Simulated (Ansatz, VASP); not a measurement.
## Y: VASP beside Ansatz

```xyz
1
Lattice="0.0000 2.4924 2.4924 2.4924 0.0000 2.4924 2.4924 2.4924 0.0000" Properties=species:S:1:pos:R:3 pbc="T T T"
Y     0.0000    0.0000    0.0000
```

Alike in both runs: task single point; functional PBEsol; k mesh 13 × 13 × 13; no spin polarisation.

|  | VASP | Ansatz |
| --- | --- | --- |
| version | VASP 6.6.1 | Ansatz 0.2.0 |
| potentials or method | VASP PAW PBE potentials, release 64 (Y_sv) | PAW with other files of Ansatz's library (source ansatz), scalar-relativistic |
| plane-wave cutoff (eV) | 520 | 420 |
| occupations | methfessel-paxton of order 1, width 0.025 eV | cold, width 0.025 eV |
| valence electrons in the cell | 11 | 11 |

|  | VASP | Ansatz | Ansatz less VASP |
| --- | --- | --- | --- |
| gap on the k mesh at the Fermi level (eV) | none | none | - |
| pressure (GPa) | -0.3 | -0.1 | +0.15 |

VASP's potentials were made for PBE, not for PBEsol. A gap of «none» marks a metal or a gap that the smearing closes.
